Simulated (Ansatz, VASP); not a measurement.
**BeS in VASP and in Ansatz**

Contents of INCAR:

```
SYSTEM = BeS
  PREC = Accurate
  ENCUT = 520
  EDIFF = 1E-6
  ISMEAR = -1
  SIGMA = 0.05
  LREAL = .FALSE.
  LASPH = .TRUE.
  NELM = 100
  ALGO = Normal
  ISIF = 2
  LWAVE = .FALSE.
  LCHARG = .FALSE.
  GGA = CA
  NBANDS = 11
```

File KPOINTS:

```
Automatic mesh
0
G
  9 9 9
  0 0 0
```

POSCAR

```
BeS
1.0
    0.0000000000      2.4569115543      2.4569115543
    2.4569115543      0.0000000000      2.4569115543
    2.4569115543      2.4569115543      0.0000000000
S Be
1 1
Direct
    0.7500000000      0.7500000000      0.7500000000
    0.0000000000      0.0000000000      0.0000000000
```

input.yaml

```yaml
crystal:
  lattice:
    - [0.0, 2.4569115543, 2.4569115543]
    - [2.4569115543, 0.0, 2.4569115543]
    - [2.4569115543, 2.4569115543, 0.0]
  atoms:
    - { symbol: S, position: [0.75, 0.75, 0.75] }
    - { symbol: Be, position: [0.0, 0.0, 0.0] }
kpoints:
  mp_grid: { grid: [9, 9, 9] }
scf:
  occupations: { method: fermi_dirac, width: 0.05 }
hamiltonian:
  xc: lda
  pseudopotentials: { kind: all_electron, lapw: { basis_error: 0.001 } }
output:
  forces: true
  stress: true
  eigenvalues: true
```

Change from the starting cell: volume scaled by 1.04.

Alike in both runs: task single point; functional LDA; k mesh 9 × 9 × 9; occupations fermi-dirac, width 0.05 eV; no spin polarisation.

```csv
,VASP,Ansatz
version,VASP 6.6.1,Ansatz 0.2.0
potentials or method,"VASP PAW LDA potentials, release 64 (S, Be), cutoff 520 eV","all-electron LAPW, scalar-relativistic"
```

VASP gave:

```
gap on the k mesh at the Fermi level (eV) : 3.08
least direct gap on the mesh (eV)         : 5.35
pressure (GPa)                            : -6.4
```

Problem. What did Ansatz give for the same quantities?

Solution. gap on the k mesh at the Fermi level (eV): 3.07; least direct gap on the mesh (eV): 5.33; pressure (GPa): -6.5.

LDA's correlation is that of Perdew and Zunger in VASP and of Perdew and Wang (1992) in Ansatz. Ansatz ran all-electron here, and VASP with PAW potentials.
